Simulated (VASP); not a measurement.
# ZnRh3 (I4/mmm) in VASP: a series of runs

ZnRh3 is run at these levels: LDA; tasks: single point.

Program: VASP 6.6.1. These are calculated values, not measurements. Logs are shortened: lines on timing, memory, paths and dates and some standing lists are left out, and cuts for length are marked.

## (1) The cell of the first run

Symmetry: I4/mmm, No. 139, tetragonal system. Conventional cell: a = 3.796 Å, b = 3.796 Å, c = 7.576 Å, α = 90.00°, β = 90.00°, γ = 90.00°. Zn (site symmetry 4/mmm) has 12 Rh at 2.68 Å within 3.5 Å. Within 3.5 Å of Rh (site symmetry -4m2) lie 4 Zn at 2.68 Å and 8 Rh at 2.68 Å. Rh (site symmetry 4/mmm) has 8 Rh at 2.68 Å and 4 Zn at 2.68 Å within 3.5 Å.

## (2) Single point, LDA

The input, INCAR:

```
PREC = Accurate
ENCUT = 620
EDIFF = 1E-6
ISMEAR = -1
SIGMA = 0.1
LREAL = F
LASPH = T
NELM = 120
ALGO = Normal
ISIF = 2
LWAVE = F
LCHARG = F
NBANDS = 40
GGA_COMPAT = F
```

The input, KPOINTS:

```
regular mesh
0
Gamma
  3 3 3
```

The input, POSCAR:

```
ZnRh3
1.0
   -1.8981420000      1.8981420000      3.7881810000
    1.8981420000     -1.8981420000      3.7881810000
    1.8981420000      1.8981420000     -3.7881810000
Zn Rh
1 3
Direct
    0.0000000000      0.0000000000      0.0000000000
    0.7500000000      0.2500000000      0.5000000000
    0.2500000000      0.7500000000      0.5000000000
    0.5000000000      0.5000000000      0.0000000000
```

Potentials or basis: VASP PAW LDA potentials, release 64 (Zn, Rh_sv_GW).

Command:

```sh
> cat potpaw_LDA.64/Zn/POTCAR potpaw_LDA.64/Rh_sv_GW/POTCAR > POTCAR
> mpirun -np 1 vasp_std > vasp.out
```

OUTCAR:

```text
PREC = Accurate
   ENCUT = 620
   EDIFF = 1E-6
   ISMEAR = -1
   LREAL = F
   LASPH = T
   NELM = 120
   ISIF = 2

 ion  position               nearest neighbor table
   1  0.000  0.000  0.000-   2 2.68   3 2.68   2 2.68   3 2.68   2 2.68   3 2.68   2 2.68   3 2.68
                             4 2.68   4 2.68   4 2.68   4 2.68
   2  0.750  0.250  0.500-   1 2.68   1 2.68   1 2.68   1 2.68
   3  0.250  0.750  0.500-   1 2.68   1 2.68   1 2.68   1 2.68
   4  0.500  0.500  0.000-   1 2.68   1 2.68   1 2.68   1 2.68

  LATTYP: Found a body centered tetragonal cell.
 ALAT       =     3.7962840000
 C/A-ratio  =     1.9957310886

  Lattice vectors:

 A1 = (  -1.8981420000,   1.8981420000,   3.7881810000)
 A2 = (   1.8981420000,  -1.8981420000,   3.7881810000)
 A3 = (   1.8981420000,   1.8981420000,  -3.7881810000)

Analysis of symmetry for initial positions (statically):
=====================================================================
 Subroutine PRICEL returns:
 Original cell was already a primitive cell.

 Routine SETGRP: Setting up the symmetry group for a
 body centered tetragonal supercell.

 Subroutine GETGRP returns: Found 16 space group operations
 (whereof 16 operations were pure point group operations)
 out of a pool of 16 trial point group operations.

The static configuration has the point symmetry D_4h.

Analysis of symmetry for dynamics (positions and initial velocities):
=====================================================================
 Subroutine PRICEL returns:
 Original cell was already a primitive cell.

 Routine SETGRP: Setting up the symmetry group for a
 body centered tetragonal supercell.

 Subroutine GETGRP returns: Found 16 space group operations
 (whereof 16 operations were pure point group operations)
 out of a pool of 16 trial point group operations.

The dynamic configuration has the point symmetry D_4h.

 Subroutine INISYM returns: Found 16 space group operations
 (whereof 16 operations are pure point group operations),
 and found     1 'primitive' translations

----------------------------------------------------------------------------------------

                                     Primitive cell

  volume of cell :      54.5944

  direct lattice vectors                    reciprocal lattice vectors
    -1.898142000  1.898142000  3.788181000     0.000000000  0.263415487  0.131989469
     1.898142000 -1.898142000  3.788181000     0.263415487  0.000000000  0.131989469
     1.898142000  1.898142000 -3.788181000     0.263415487  0.263415487  0.000000000

  length of vectors
     4.642865645  4.642865645  4.642865645     0.294633567  0.294633567  0.372525755

  position of ions in fractional coordinates (direct lattice)
     0.000000000  0.000000000  0.000000000
     0.750000000  0.250000000  0.500000000
     0.250000000  0.750000000  0.500000000
     0.500000000  0.500000000  0.000000000

  ion indices of the primitive-cell ions
   primitive index   ion index
                 1           1
                 2           2
                 3           3
                 4           4

----------------------------------------------------------------------------------------

 KPOINTS: regular mesh

Automatic generation of k-mesh.
 Grid dimensions read from file:
 generate k-points for:    3    3    3

 Generating k-lattice:

  Cartesian coordinates                     Fractional coordinates (reciprocal lattice)
     0.000000000  0.087805162  0.043996490     0.333333333  0.000000000 -0.000000000
     0.087805162  0.000000000  0.043996490     0.000000000  0.333333333 -0.000000000
     0.087805162  0.087805162  0.000000000     0.000000000  0.000000000  0.333333333

  Length of vectors
     0.098211189  0.098211189  0.124175252

  Shift w.r.t. Gamma in fractional coordinates (k-lattice)
     0.000000000  0.000000000  0.000000000

 Subroutine IBZKPT returns following result:
 ===========================================

 Found      6 irreducible k-points:

 Following reciprocal coordinates:
            Coordinates               Weight
  0.000000  0.000000  0.000000      1.000000
  0.333333 -0.000000  0.000000      8.000000
  0.333333  0.333333  0.000000      8.000000
 -0.333333  0.333333  0.000000      4.000000
 -0.333333  0.333333  0.333333      4.000000
 -0.333333 -0.333333  0.333333      2.000000
   k-points           NKPTS =      6   k-points in BZ     NKDIM =      6   number of bands    NBANDS=     40
   number of dos      NEDOS =    301   number of ions     NIONS =      4
   total plane-waves  NPLWV =  64000
   dimension x,y,z NGX =    40 NGY =   40 NGZ =   40
   dimension x,y,z NGXF=    80 NGYF=   80 NGZF=   80
   ions per type =               1   3
   NGX,Y,Z   is equivalent  to a cutoff of  14.32, 14.32, 14.32 a.u.
   NGXF,Y,Z  is equivalent  to a cutoff of  28.65, 28.65, 28.65 a.u.
 SYSTEM =  unknown system
   PREC   = accura    normal or accurate (medium, high low for compatibility)
   ISTART =      0    job   : 0-new  1-cont  2-samecut
   ICHARG =      2    charge: 1-file 2-atom 10-const
   ISPIN  =      1    spin polarized calculation?
   LNONCOLLINEAR =      F non collinear calculations
   LSORBIT =      F    spin-orbit coupling
   LASPH  =      T    aspherical Exc in radial PAW
   ENCUT  =  620.0 eV  45.57 Ry    6.75 a.u.   9.43  9.43  9.43*2*pi/ulx,y,z
   NELM   =    120;   NELMIN=  2; NELMDL= -5     # of ELM steps
   EDIFF  = 0.1E-05   stopping-criterion for ELM
   LREAL  =      F    real-space projection
   EDIFFG = 0.1E-04   stopping-criterion for IOM
   NSW    =      0    number of steps for IOM
   IBRION =     -1    ionic relax: 0-MD 1-quasi-New 2-CG
   NFREE  =      0    steps in history (QN), initial steepest desc. (CG)
   ISIF   =      2    stress and relaxation
   ISYM   =      2    0-nonsym 1-usesym 2-fastsym
   POTIM  = 0.5000    time-step for ionic-motion
   TEBEG  =    0.0;   TEEND  =   0.0 temperature during run
   PSTRESS=    0.0 pullay stress
   NELECT =      63.0000    total number of electrons
   NUPDOWN=      -1.0000    fix difference up-down
   EMIN   =  10.00;   EMAX   =-10.00  energy-range for DOS
   EFERMI =   0.00;   METHOD = LEGACY
   ISMEAR =    -1;   SIGMA  =   0.10  broadening in eV -4-tet -1-fermi 0-gaus
   EFERMI_NEDOS =   21; number of points for ismear=-14 and -15
   IALGO  =     38    algorithm
   IMIX   =      4    mixing-type and parameters
     AMIX     =   0.40;   BMIX     =  1.00
     AMIX_MAG =   1.60;   BMIX_MAG =  1.00
  volume/ion in A,a.u.               =      13.65        92.11
  Fermi-wavevector in a.u.,A,eV,Ry     =   1.717140  3.244924 40.117716  2.948569
  Thomas-Fermi vector in A             =   2.794195
   LORBIT       =      0    0 simple, 1 ext, 2 COOP (PROOUT), +10 PAW based schemes
   GGA     = CA    functional components
   LHFCALC =     F    Hartree Fock is set to
   AEXX    =    0.0000 exact exchange contribution
   IVDW    =     0    specifies the selected vdW correction
   LEPSILON=     F    determine dielectric tensor
   LRPA    =     F    only Hartree local field effects (RPA)
 non-spin polarized calculation
  energy-cutoff  :      620.00
  volume of cell :       54.59
 maximum number of plane-waves:      1959
 NGX is ok and might be reduce to    40
   NGX = 19   NGY = 19   NGZ = 19

 number of electron      63.0000007 magnetization

 Free energy of the ion-electron system (eV)
  ---------------------------------------------------
  ext. energy  EPLUGINS =         0.00000000
  ---------------------------------------------------
  free energy    TOTEN  =       -26.15926325 eV

  energy without entropy =      -26.05628075  energy(sigma->0) =      -26.10777200

 E-fermi :   8.3958     XC(G=0): -13.9765

 val. band max:        8.2185110808   @ k =  -0.3333   0.3333   0.0000
 cond. band min:       8.5580684956   @ k =   0.0000   0.0000   0.0000
 fundamental gap:      0.3395574148
 Fermi energy:         8.3958479203

 k-point     1 :       0.0000    0.0000    0.0000
  band No.  band energies     occupation
      1     -69.5583      2.00000
      2     -69.4326      2.00000
      3     -69.3891      2.00000
      4     -37.8820      2.00000
      5     -37.7475      2.00000
      6     -37.7475      2.00000
[... 32 lines left out ...]
     39      17.0767      0.00000
     40      18.8159      0.00000

 k-point     2 :       0.3333   -0.0000    0.0000
  band No.  band energies     occupation
      1     -69.5378      2.00000
      2     -69.4337      2.00000
      3     -69.4083      2.00000
      4     -37.8508      2.00000
      5     -37.7674      2.00000
      6     -37.7481      2.00000
[... 32 lines left out ...]
     39      18.9993      0.00000
     40      20.2955      0.00000

 k-point     3 :       0.3333    0.3333    0.0000
  band No.  band energies     occupation
      1     -69.5244      2.00000
      2     -69.4362      2.00000
      3     -69.4189      2.00000
      4     -37.8901      2.00000
      5     -37.8393      2.00000
      6     -37.7304      2.00000
[... 32 lines left out ...]
     39      18.3963      0.00000
     40      19.3444      0.00000

 k-point     4 :      -0.3333    0.3333    0.0000
  band No.  band energies     occupation
      1     -69.5307      2.00000
      2     -69.4299      2.00000
      3     -69.4186      2.00000
      4     -37.9345      2.00000
      5     -37.8105      2.00000
      6     -37.7293      2.00000
[... 32 lines left out ...]
     39      16.6606      0.00000
     40      19.0611      0.00000

 k-point     5 :      -0.3333    0.3333    0.3333
  band No.  band energies     occupation
      1     -69.5239      2.00000
      2     -69.4486      2.00000
      3     -69.4074      2.00000
      4     -37.8074      2.00000
      5     -37.7997      2.00000
      6     -37.7432      2.00000
[... 32 lines left out ...]
     39      19.5858      0.00000
     40      21.6036      0.00000

 k-point     6 :      -0.3333   -0.3333    0.3333
  band No.  band energies     occupation
      1     -69.5346      2.00000
      2     -69.4564      2.00000
      3     -69.3893      2.00000
      4     -37.8468      2.00000
      5     -37.8468      2.00000
      6     -37.7592      2.00000
[... 32 lines left out ...]
     39      19.7999      0.00000
     40      19.9344      0.00000

------------------------ aborting loop because EDIFF is reached ----------------------------------------

  FORCE on cell =-STRESS in cart. coord.  units (eV):
  Direction    XX          YY          ZZ          XY          YZ          ZX
  --------------------------------------------------------------------------------------
  -------------------------------------------------------------------------------------
  Total       -3.3172531     -3.3172531     -3.9513879      0.0000000     -0.0000000      0.0000000
  in kB      -97.3511494    -97.3511494   -115.9610502      0.0000000     -0.0000000      0.0000000
  external PRESSURE =    -103.5544497 kB  Pullay stress =       0.0000000 kB

 VOLUME and BASIS-vectors are now :
 -----------------------------------------------------------------------------
  energy-cutoff  :      620.00
  volume of cell :       54.59
      direct lattice vectors                 reciprocal lattice vectors
    -1.898142000  1.898142000  3.788181000     0.000000000  0.263415487  0.131989469
     1.898142000 -1.898142000  3.788181000     0.263415487  0.000000000  0.131989469
     1.898142000  1.898142000 -3.788181000     0.263415487  0.263415487  0.000000000

 POSITION                                       TOTAL-FORCE (eV/Angst)
 -----------------------------------------------------------------------------------
      0.00000      0.00000      0.00000        -0.000000     -0.000000     -0.000000
      0.00000      1.89814      1.89409        -0.000000     -0.000000      0.000000
      1.89814      0.00000      1.89409         0.000000      0.000000     -0.000000
      0.00000      0.00000      3.78818        -0.000000     -0.000000     -0.000000
 -----------------------------------------------------------------------------------
    total drift:                               -0.000000     -0.000000      0.000000

  FREE ENERGIE OF THE ION-ELECTRON SYSTEM (eV)
  ---------------------------------------------------
  free  energy   TOTEN  =       -26.1592632490 eV

  energy  without entropy=      -26.0562807534  energy(sigma->0) =      -26.10777200
```

Run time: 34 s. Hardware: 1 thread of Intel Xeon Platinum 8259CL at 2.50GHz (Skylake/Cascade Lake), shared host; peak memory 0.2 GiB.

Results:

```yaml
Free_energy: -26.1593 eV
Pressure: -10.4 GPa
Band_gap_on_the_k_mesh: zero (an odd number of electrons rules out a gap without spin polarisation)
```

Caveat: the k points lie up to 0.62 Å⁻¹ apart, too coarse for converged energies and pressures of a metal.

## (3) Single point, LDA

The input, INCAR:

```
SYSTEM = ZnRh3
PREC = Accurate ; ENCUT = 620
EDIFF = 1E-6 ; ISMEAR = -1
SIGMA = 0.1 ; LREAL = .False.
LASPH = .True. ; NELM = 120
ALGO = Normal ; ISIF = 2
LWAVE = .False. ; LCHARG = .False.
NBANDS = 40 ; GGA_COMPAT = .False.
```

The input, KPOINTS:

```
Automatic mesh
0
Gamma
  4 4 4
  0 0 0
```

POSCAR is that of step 2.

Potentials or basis: VASP PAW LDA potentials, release 64 (Zn, Rh_sv_GW).

Command:

```sh
> cat potpaw_LDA.64/Zn/POTCAR potpaw_LDA.64/Rh_sv_GW/POTCAR > POTCAR
> mpirun -np 1 vasp_std > vasp.out
```

OUTCAR:

```text
SYSTEM = ZnRh3
   PREC = Accurate
   ENCUT = 620
   EDIFF = 1E-6
   ISMEAR = -1
   LREAL = .False.
   LASPH = .True.
   NELM = 120
   ISIF = 2

 ion  position               nearest neighbor table
   1  0.000  0.000  0.000-   2 2.68   3 2.68   2 2.68   3 2.68   2 2.68   3 2.68   2 2.68   3 2.68
                             4 2.68   4 2.68   4 2.68   4 2.68
   2  0.750  0.250  0.500-   1 2.68   1 2.68   1 2.68   1 2.68
   3  0.250  0.750  0.500-   1 2.68   1 2.68   1 2.68   1 2.68
   4  0.500  0.500  0.000-   1 2.68   1 2.68   1 2.68   1 2.68

  LATTYP: Found a body centered tetragonal cell.
 ALAT       =     3.7962840000
 C/A-ratio  =     1.9957310886

  Lattice vectors:

 A1 = (  -1.8981420000,   1.8981420000,   3.7881810000)
 A2 = (   1.8981420000,  -1.8981420000,   3.7881810000)
 A3 = (   1.8981420000,   1.8981420000,  -3.7881810000)

Analysis of symmetry for initial positions (statically):
=====================================================================
 Subroutine PRICEL returns:
 Original cell was already a primitive cell.

[... 157 lines left out ...]
  free energy    TOTEN  =       -25.87900449 eV

  energy without entropy =      -25.73956237  energy(sigma->0) =      -25.80928343

 E-fermi :   8.5566     XC(G=0): -13.9734

 val. band max:        8.4950118840   @ k =  -0.2500  -0.2500   0.2500
 cond. band min:       8.5600120662   @ k =   0.2500   0.2500   0.0000
 fundamental gap:      0.0650001823
 Fermi energy:         8.5565588496

 k-point     1 :       0.0000    0.0000    0.0000
  band No.  band energies     occupation
      1     -69.5679      2.00000
      2     -69.3754      2.00000
      3     -69.3141      2.00000
      4     -37.8886      2.00000
      5     -37.6937      2.00000
      6     -37.6937      2.00000
[... 548 lines left out ...]
     39      19.3007      0.00000
     40      20.7825      0.00000

------------------------ aborting loop because EDIFF is reached ----------------------------------------

  FORCE on cell =-STRESS in cart. coord.  units (eV):
  Direction    XX          YY          ZZ          XY          YZ          ZX
  --------------------------------------------------------------------------------------
  -------------------------------------------------------------------------------------
  Total       -3.1296382     -3.1296382     -2.9668050      0.0000000      0.0000000      0.0000000
  in kB      -91.8452309    -91.8452309    -87.0665770      0.0000000      0.0000000      0.0000000
  external PRESSURE =     -90.2523462 kB  Pullay stress =       0.0000000 kB

 VOLUME and BASIS-vectors are now :
 -----------------------------------------------------------------------------
  energy-cutoff  :      620.00
  volume of cell :       54.59
      direct lattice vectors                 reciprocal lattice vectors
    -1.898142000  1.898142000  3.788181000     0.000000000  0.263415487  0.131989469
     1.898142000 -1.898142000  3.788181000     0.263415487  0.000000000  0.131989469
     1.898142000  1.898142000 -3.788181000     0.263415487  0.263415487  0.000000000

 POSITION                                       TOTAL-FORCE (eV/Angst)
 -----------------------------------------------------------------------------------
      0.00000      0.00000      0.00000        -0.000000      0.000000     -0.000000
      0.00000      1.89814      1.89409         0.000000     -0.000000     -0.000000
      1.89814      0.00000      1.89409        -0.000000      0.000000      0.000000
      0.00000      0.00000      3.78818        -0.000000      0.000000     -0.000000
 -----------------------------------------------------------------------------------
    total drift:                               -0.000000     -0.000000      0.000000

  FREE ENERGIE OF THE ION-ELECTRON SYSTEM (eV)
  ---------------------------------------------------
  free  energy   TOTEN  =       -25.8790044885 eV

  energy  without entropy=      -25.7395623708  energy(sigma->0) =      -25.80928343
```

OSZICAR:

```text
N       E                     dE             d eps       ncg     rms          rms(c)
DAV:   1     0.149418322944E+04    0.14942E+04   -0.37441E+04  1056   0.251E+03
DAV:   2     0.148830960000E+03   -0.13454E+04   -0.12891E+04  1040   0.109E+03
DAV:   3    -0.214064955288E+02   -0.17024E+03   -0.15853E+03  1648   0.355E+02
DAV:   4    -0.301132460139E+02   -0.87068E+01   -0.84172E+01  1664   0.981E+01
DAV:   5    -0.303004272350E+02   -0.18718E+00   -0.18678E+00  1640   0.126E+01    0.926E+01
DAV:   6    -0.261267854144E+02    0.41736E+01   -0.17111E+01  1664   0.528E+01    0.339E+01
DAV:   7    -0.263249814678E+02   -0.19820E+00   -0.33891E+00  1440   0.454E+01    0.218E+01
DAV:   8    -0.263433169109E+02   -0.18335E-01   -0.35345E+00  1632   0.278E+01    0.125E+01
DAV:   9    -0.258736499364E+02    0.46967E+00   -0.86163E-01  1600   0.163E+01    0.113E+00
DAV:  10    -0.258787786953E+02   -0.51288E-02   -0.92929E-02  1488   0.344E+00    0.432E-01
DAV:  11    -0.258790613077E+02   -0.28261E-03   -0.55733E-03  1432   0.752E-01    0.315E-01
DAV:  12    -0.258790261165E+02    0.35191E-04   -0.94160E-04  1280   0.611E-01    0.106E-01
DAV:  13    -0.258789951677E+02    0.30949E-04   -0.36812E-04  1480   0.317E-01    0.348E-02
DAV:  14    -0.258790041309E+02   -0.89633E-05   -0.11011E-04  1800   0.851E-02    0.191E-02
DAV:  15    -0.258790044885E+02   -0.35760E-06   -0.54715E-06  1152   0.235E-02
   1 F= -.25879004E+02 E0= -.25809283E+02  d E =-.139442E+00
```

Run time: 57 s. Hardware: 1 thread of Intel Xeon Platinum 8259CL at 2.50GHz (Skylake/Cascade Lake), shared host; peak memory 0.22 GiB.

Results:

| Property | Result |
| --- | --- |
| Free energy | -25.8790 eV |
| Pressure | -9.0 GPa |
| Band gap on the k mesh | zero (an odd number of electrons rules out a gap without spin polarisation) |

Stress tensor (GPa, compression positive):
```
-9.18  0.00  0.00
 0.00 -9.18  0.00
 0.00  0.00 -8.71
```

Levels at points of the mesh, in eV from the Fermi level:
```
           k point  band 28  band 29  band 30  band 31  band 32  band 33  band 34  band 35
(0.00, 0.00, 0.00)    -0.81    -0.80     0.04     0.04     0.25     1.39     2.23     7.04
(0.50, 0.00, 0.00)    -1.86    -1.15    -1.12    -1.02    -0.99     0.43     0.95     3.82
(0.50, 0.50, 0.00)    -1.25    -0.69    -0.49    -0.41     0.25     0.34     0.65     0.72
(0.50, 0.50, 0.50)    -1.18    -0.53     0.14     0.50     0.50     0.72     1.38     2.15
```

Caveat: the k points lie up to 0.46 Å⁻¹ apart, too coarse for converged energies and pressures of a metal.

The gap in the log of VASP goes by the Fermi energy; the results here count the filled bands.